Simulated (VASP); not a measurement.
# Al2O3 (R-3c) in VASP: notebook

Runs on Al2O3. Level: r2SCAN. Tasks: relaxation of cell and atoms, relaxation of shape and atoms at fixed volume.

All numbers are computed with VASP 6.6.1; they aren't measurements. Logs are shortened: lines on timing, memory, paths and dates and some standing lists are left out, and cuts for length are marked.

## (1) The cell of the first run

The structure is trigonal, space group R-3c (No. 167). Conventional cell: a = 4.760 Å, b = 4.760 Å, c = 12.996 Å, α = 90.00°, β = 90.00°, γ = 120.00°. Al (site symmetry 3) has 6 O at 1.85 to 1.97 Å within 2.5 Å. Within 2.9 Å of O (site symmetry 2) lie 4 Al at 1.85 to 1.97 Å and 12 O at 2.53 to 2.86 Å.

## (2) Relaxation of cell and atoms, r2SCAN

The input, POSCAR:

```
Al2O3
1.0
    2.3802500000      1.3742379782      4.3318666667
   -2.3802500000      1.3742379782      4.3318666667
    0.0000000000     -2.7484759565      4.3318666667
Al O
4 6
Direct
    0.3521600000      0.3521600000      0.3521600000
    0.1478400000      0.1478400000      0.1478400000
    0.6478400000      0.6478400000      0.6478400000
    0.8521600000      0.8521600000      0.8521600000
    0.5566800000      0.9433200000      0.2500000000
    0.2500000000      0.5566800000      0.9433200000
    0.9433200000      0.2500000000      0.5566800000
    0.4433200000      0.0566800000      0.7500000000
    0.7500000000      0.4433200000      0.0566800000
    0.0566800000      0.7500000000      0.4433200000
```

The input, INCAR.step1:

```
SYSTEM = Al2O3
PREC = Accurate ; ENCUT = 600
ISMEAR = 0 ; SIGMA = 0.02
LREAL = .FALSE. ; LASPH = .TRUE.
NELM = 100 ; GGA = PE
ALGO = Normal ; EDIFF = 1E-4
LWAVE = .TRUE. ; LCHARG = .FALSE.
```

The input, INCAR.step2:

```
SYSTEM = Al2O3
PREC = Accurate ; ENCUT = 600
EDIFF = 1E-6 ; ISMEAR = 0
SIGMA = 0.02 ; LREAL = .FALSE.
LASPH = .TRUE. ; NELM = 100
ALGO = Normal ; ISIF = 3
LWAVE = .FALSE. ; LCHARG = .FALSE.
METAGGA = R2SCAN ; LMIXTAU = .TRUE.
IBRION = 2 ; NSW = 100
EDIFFG = -0.005 ; ISTART = 1
```

The input, KPOINTS:

```
Automatic mesh
0
G
  6 6 6
  0 0 0
```

Potentials or basis: VASP PAW PBE potentials, release 64 (Al, O).

Started as:

```console
cat potpaw_PBE.64/Al/POTCAR potpaw_PBE.64/O/POTCAR > POTCAR
cp INCAR.step1 INCAR
mpirun -np 1 vasp_std > vasp.out
cp INCAR.step2 INCAR
mpirun -np 1 vasp_std > vasp.out
```

OUTCAR:

```text
SYSTEM = Al2O3
   PREC = Accurate
   ENCUT = 600
   EDIFF = 1E-6
   ISMEAR = 0
   LREAL = .FALSE.
   LASPH = .TRUE.
   NELM = 100
   ISIF = 3
   METAGGA = R2SCAN
   IBRION = 2
   NSW = 100
   EDIFFG = -0.005
   ISTART = 1

 ion  position               nearest neighbor table
   1  0.352  0.352  0.352-   9 1.85  10 1.85   8 1.85   7 1.97   5 1.97   6 1.97   2 2.66   3 2.79
                             3 2.79   3 2.79   2 3.22   2 3.22   2 3.22
   2  0.148  0.148  0.148-  10 1.85   9 1.85   8 1.85   6 1.97   5 1.97   7 1.97   1 2.66   4 2.79
                             4 2.79   4 2.79   1 3.22   1 3.22   1 3.22
   3  0.648  0.648  0.648-   6 1.85   7 1.85   5 1.85  10 1.97   8 1.97   9 1.97   4 2.66   1 2.79
                             1 2.79   1 2.79   4 3.22   4 3.22   4 3.22
   4  0.852  0.852  0.852-   7 1.85   6 1.85   5 1.85   9 1.97   8 1.97  10 1.97   3 2.66   2 2.79
                             2 2.79   2 2.79   3 3.22   3 3.22   3 3.22
   5  0.557  0.943  0.250-   3 1.85   4 1.85   1 1.97   2 1.97
   6  0.250  0.557  0.943-   3 1.85   4 1.85   2 1.97   1 1.97
   7  0.943  0.250  0.557-   4 1.85   3 1.85   1 1.97   2 1.97
   8  0.443  0.057  0.750-   1 1.85   2 1.85   3 1.97   4 1.97
   9  0.750  0.443  0.057-   1 1.85   2 1.85   4 1.97   3 1.97
  10  0.057  0.750  0.443-   2 1.85   1 1.85   3 1.97   4 1.97

  LATTYP: Found a trigonal (rhomboedric) cell.
 ALAT       =     5.1302230849
 COS(alpha) =     0.5694707703

  Lattice vectors:

 A1 = (   2.3802500000,   1.3742379782,   4.3318666667)
 A2 = (  -2.3802500000,   1.3742379782,   4.3318666667)
 A3 = (   0.0000000000,  -2.7484759565,   4.3318666667)

Analysis of symmetry for initial positions (statically):
=====================================================================
 Subroutine PRICEL returns:
 Original cell was already a primitive cell.

 Routine SETGRP: Setting up the symmetry group for a
 trigonal (rhombohedral) supercell.

 Subroutine GETGRP returns: Found 12 space group operations
 (whereof  6 operations were pure point group operations)
 out of a pool of 12 trial point group operations.

The static configuration has the point symmetry S_6 .
 The point group associated with its full space group is D_3d.

Analysis of symmetry for dynamics (positions and initial velocities):
=====================================================================
 Subroutine PRICEL returns:
 Original cell was already a primitive cell.

 Routine SETGRP: Setting up the symmetry group for a
 trigonal (rhombohedral) supercell.

 Subroutine GETGRP returns: Found 12 space group operations
 (whereof  6 operations were pure point group operations)
 out of a pool of 12 trial point group operations.

The dynamic configuration has the point symmetry S_6 .
 The point group associated with its full space group is D_3d.

 Subroutine INISYM returns: Found 12 space group operations
 (whereof  6 operations are pure point group operations),
 and found     1 'primitive' translations

----------------------------------------------------------------------------------------

                                     Primitive cell

  volume of cell :      85.0180

  direct lattice vectors                    reciprocal lattice vectors
     2.380250000  1.374237978  4.331866667     0.210061968  0.121279334  0.076949121
    -2.380250000  1.374237978  4.331866667    -0.210061968  0.121279334  0.076949121
     0.000000000 -2.748475957  4.331866667     0.000000000 -0.242558668  0.076949121

  length of vectors
     5.130223085  5.130223085  5.130223085     0.254471756  0.254471756  0.254471756

  position of ions in fractional coordinates (direct lattice)
     0.352160000  0.352160000  0.352160000
     0.147840000  0.147840000  0.147840000
     0.647840000  0.647840000  0.647840000
     0.852160000  0.852160000  0.852160000
     0.556680000  0.943320000  0.250000000
     0.250000000  0.556680000  0.943320000
     0.943320000  0.250000000  0.556680000
     0.443320000  0.056680000  0.750000000
     0.750000000  0.443320000  0.056680000
     0.056680000  0.750000000  0.443320000

  ion indices of the primitive-cell ions
   primitive index   ion index
                 1           1
                 2           2
                 3           3
                 4           4
                 5           5
                 6           6
                 7           7
                 8           8
                 9           9
                10          10

----------------------------------------------------------------------------------------

 KPOINTS: Automatic mesh

Automatic generation of k-mesh.
 Grid dimensions read from file:
 generate k-points for:    6    6    6

 Generating k-lattice:

  Cartesian coordinates                     Fractional coordinates (reciprocal lattice)
     0.035010328  0.020213222  0.012824854     0.166666667  0.000000000 -0.000000000
    -0.035010328  0.020213222  0.012824854     0.000000000  0.166666667 -0.000000000
     0.000000000 -0.040426445  0.012824854     0.000000000  0.000000000  0.166666667

  Length of vectors
     0.042411959  0.042411959  0.042411959

  Shift w.r.t. Gamma in fractional coordinates (k-lattice)
     0.000000000  0.000000000  0.000000000

 Subroutine IBZKPT returns following result:
 ===========================================

 Found     32 irreducible k-points:

 Following reciprocal coordinates:
            Coordinates               Weight
  0.000000  0.000000  0.000000      1.000000
  0.166667  0.000000  0.000000      6.000000
  0.333333 -0.000000 -0.000000      6.000000
  0.500000 -0.000000 -0.000000      3.000000
  0.166667  0.166667  0.000000      6.000000
  0.333333  0.166667 -0.000000     12.000000
[... 16 lines left out ...]
  0.500000  0.500000  0.166667      6.000000
 -0.333333  0.500000  0.166667     12.000000
 [... further k-points ...]
   k-points           NKPTS =     32   k-points in BZ     NKDIM =     32   number of bands    NBANDS=     30
   number of dos      NEDOS =    301   number of ions     NIONS =     10
   total plane-waves  NPLWV =  74088
   dimension x,y,z NGX =    42 NGY =   42 NGZ =   42
   dimension x,y,z NGXF=    84 NGYF=   84 NGZF=   84
   ions per type =               4   6
   NGX,Y,Z   is equivalent  to a cutoff of  13.61, 13.61, 13.61 a.u.
   NGXF,Y,Z  is equivalent  to a cutoff of  27.22, 27.22, 27.22 a.u.
 SYSTEM =  Al2O3
   PREC   = accura    normal or accurate (medium, high low for compatibility)
   ISTART =      1    job   : 0-new  1-cont  2-samecut
   ICHARG =      0    charge: 1-file 2-atom 10-const
   ISPIN  =      1    spin polarized calculation?
   LNONCOLLINEAR =      F non collinear calculations
   LSORBIT =      F    spin-orbit coupling
   LASPH  =      T    aspherical Exc in radial PAW
   ENCUT  =  600.0 eV  44.10 Ry    6.64 a.u.  10.25 10.25 10.25*2*pi/ulx,y,z
   NELM   =    100;   NELMIN=  2; NELMDL=  0     # of ELM steps
   EDIFF  = 0.1E-05   stopping-criterion for ELM
   LREAL  =      F    real-space projection
   EDIFFG = -.5E-02   stopping-criterion for IOM
   NSW    =    100    number of steps for IOM
   IBRION =      2    ionic relax: 0-MD 1-quasi-New 2-CG
   NFREE  =      1    steps in history (QN), initial steepest desc. (CG)
   ISIF   =      3    stress and relaxation
   ISYM   =      2    0-nonsym 1-usesym 2-fastsym
   POTIM  = 0.5000    time-step for ionic-motion
   TEBEG  =    0.0;   TEEND  =   0.0 temperature during run
   PSTRESS=    0.0 pullay stress
   NELECT =      48.0000    total number of electrons
   NUPDOWN=      -1.0000    fix difference up-down
   EMIN   =  10.00;   EMAX   =-10.00  energy-range for DOS
   EFERMI =   0.00;   METHOD = LEGACY
   ISMEAR =     0;   SIGMA  =   0.02  broadening in eV -4-tet -1-fermi 0-gaus
   EFERMI_NEDOS =   21; number of points for ismear=-14 and -15
   IALGO  =     38    algorithm
   IMIX   =      4    mixing-type and parameters
     AMIX     =   0.40;   BMIX     =  1.00
     AMIX_MAG =   1.60;   BMIX_MAG =  1.00
  volume/ion in A,a.u.               =       8.50        57.37
  Fermi-wavevector in a.u.,A,eV,Ry     =   1.353064  2.556920 24.909299  1.830782
  Thomas-Fermi vector in A             =   2.480350
   LORBIT       =      0    0 simple, 1 ext, 2 COOP (PROOUT), +10 PAW based schemes
   METAGGA = R2SCAN    functional components
   LHFCALC =     F    Hartree Fock is set to
   AEXX    =    0.0000 exact exchange contribution
   IVDW    =     0    specifies the selected vdW correction
   LEPSILON=     F    determine dielectric tensor
   LRPA    =     F    only Hartree local field effects (RPA)
 conjugate gradient relaxation of ions
 non-spin polarized calculation
 Gauss-broadening in eV      SIGMA  =   0.02
  energy-cutoff  :      600.00
  volume of cell :       85.02
 maximum number of plane-waves:      2873
 NGX is ok and might be reduce to    42
   NGX = 21   NGY = 21   NGZ = 21

--------------------------------------- Ionic step        1  -------------------------------------------

 number of electron      48.0000003 magnetization

 Free energy of the ion-electron system (eV)
  ---------------------------------------------------
  ext. energy  EPLUGINS =         0.00000000
  ---------------------------------------------------
  free energy    TOTEN  =       -96.29287971 eV

  energy without entropy =      -96.29287971  energy(sigma->0) =      -96.29287971

------------------------ aborting loop because EDIFF is reached ----------------------------------------

  FORCE on cell =-STRESS in cart. coord.  units (eV):
  Direction    XX          YY          ZZ          XY          YZ          ZX
  --------------------------------------------------------------------------------------
  -------------------------------------------------------------------------------------
  Total       -0.5102735     -0.5102735     -0.5820642      0.0000000      0.0000000      0.0000000
  in kB       -9.6161834     -9.6161834    -10.9690896      0.0000000      0.0000000      0.0000000
  external PRESSURE =     -10.0671521 kB  Pullay stress =       0.0000000 kB
[... 293 lines left out ...]
  energy  without entropy=      -96.2951037701  energy(sigma->0) =      -96.29510377

--------------------------------------- Ionic step        8  -------------------------------------------

 number of electron      48.0000002 magnetization

 Free energy of the ion-electron system (eV)
  ---------------------------------------------------
  ext. energy  EPLUGINS =         0.00000000
  ---------------------------------------------------
  free energy    TOTEN  =       -96.29512090 eV

  energy without entropy =      -96.29512090  energy(sigma->0) =      -96.29512090

 E-fermi :   5.9091     XC(G=0): -12.2462

 val. band max:        5.7715750779   @ k =   0.0000   0.0000   0.0000
 cond. band min:      12.9713068829   @ k =   0.0000   0.0000   0.0000
 fundamental gap:      7.1997318050
 Fermi energy:         5.9091407475

 k-point     1 :       0.0000    0.0000    0.0000
  band No.  band energies     occupation
      1     -14.4574      2.00000
      2     -12.1535      2.00000
      3     -11.8765      2.00000
      4     -11.8765      2.00000
      5     -11.5654      2.00000
      6     -11.5654      2.00000
[... 781 lines left out ...]
     29      17.3976      0.00000
     30      18.0431      0.00000

 [... further k-points ...]

------------------------ aborting loop because EDIFF is reached ----------------------------------------

  FORCE on cell =-STRESS in cart. coord.  units (eV):
  Direction    XX          YY          ZZ          XY          YZ          ZX
  --------------------------------------------------------------------------------------
  -------------------------------------------------------------------------------------
  Total       -0.0121412     -0.0121412      0.0140338      0.0000000     -0.0000000      0.0000000
  in kB       -0.2296988     -0.2296988      0.2655052      0.0000000     -0.0000000      0.0000000
  external PRESSURE =      -0.0646308 kB  Pullay stress =       0.0000000 kB
[... 25 lines left out ...]
  FREE ENERGIE OF THE ION-ELECTRON SYSTEM (eV)
  ---------------------------------------------------
  free  energy   TOTEN  =       -96.2951208998 eV

  energy  without entropy=      -96.2951208998  energy(sigma->0) =      -96.29512090

 reached required accuracy - stopping structural energy minimisation
```

Run time: 16 min. Hardware: 1 thread of Intel Xeon 6975P-C (Granite Rapids), shared host; peak memory 0.32 GiB.

Results:

* Free energy: -96.2951 eV
* Relaxed volume: 8.47 Å³/atom
* Relaxed cell: a = 5.124 Å, b = 5.124 Å, c = 5.124 Å, α = 55.28°, β = 55.28°, γ = 55.28°
* Space group after relaxing (to 0.1 Å): R-3c (No. 167)
* Energy gained by relaxing: 0.2 meV/atom
* Ionic steps: 8
* Pressure after relaxing: 0.0 GPa
* Largest force after relaxing: 0.004 eV/Å
* Band gap on the k mesh: 7.20 eV

Forces in eV/Å, atoms in the order of the input:
```
Al   0.000  0.000 -0.001
Al   0.000  0.000  0.001
Al   0.000  0.000  0.001
Al   0.000  0.000 -0.001
O    0.004  0.000  0.000
O   -0.002  0.003  0.000
O   -0.002 -0.003  0.000
O   -0.004  0.000  0.000
O    0.002 -0.003  0.000
O    0.002  0.003  0.000
```

The path:
| step | energy change (eV) | largest force (eV/Å) | pressure (GPa) | volume (Å³) |
| --- | --- | --- | --- | --- |
| 1 | 0.0000 | 0.0808 | -1.01 | 85.02 |
| 2 | -0.0013 | 0.0274 | 0.99 | 84.36 |
| 3 | -0.0021 | 0.0323 | 0.24 | 84.61 |
| 4 | -0.0021 | 0.0349 | 0.17 | 84.63 |
| 5 | -0.0022 | 0.0079 | -0.04 | 84.70 |
| 6 | -0.0022 | 0.0058 | 0.01 | 84.68 |
| 7 | -0.0022 | 0.0063 | -0.02 | 84.69 |
| 8 | -0.0022 | 0.0040 | -0.01 | 84.69 |

Final structure:
```
CELL_PARAMETERS angstrom
2.37711 1.37243 4.32636
-2.37711 1.37243 4.32636
0.00000 -2.74485 4.32636
ATOMIC_POSITIONS crystal
Al 0.35184 0.35184 0.35184
Al 0.14816 0.14816 0.14816
Al 0.64816 0.64816 0.64816
Al 0.85184 0.85184 0.85184
O 0.55626 0.94374 0.25000
O 0.25000 0.55626 0.94374
O 0.94374 0.25000 0.55626
O 0.44374 0.05626 0.75000
O 0.75000 0.44374 0.05626
O 0.05626 0.75000 0.44374
```

Levels at points of the mesh, in eV from the valence-band top:
```
           k point  band 22  band 23  band 24  band 25  band 26  band 27
(0.00, 0.00, 0.00)    -0.05    -0.05     0.00     7.20    10.14    12.00
(0.50, 0.00, 0.00)    -0.94    -0.29    -0.29    10.47    10.47    10.76
(0.50, 0.50, 0.00)    -0.92    -0.78    -0.27    10.60    10.83    10.94
(0.50, 0.50, 0.50)    -0.40    -0.40    -0.40     9.67     9.67    12.21
```

Caveat: the PAW data sets were made with another functional, which shifts forces and pressure a little. r2SCAN opens gaps a little over a GGA but as a rule still falls short of measured ones.

[end of part 1 of 2]
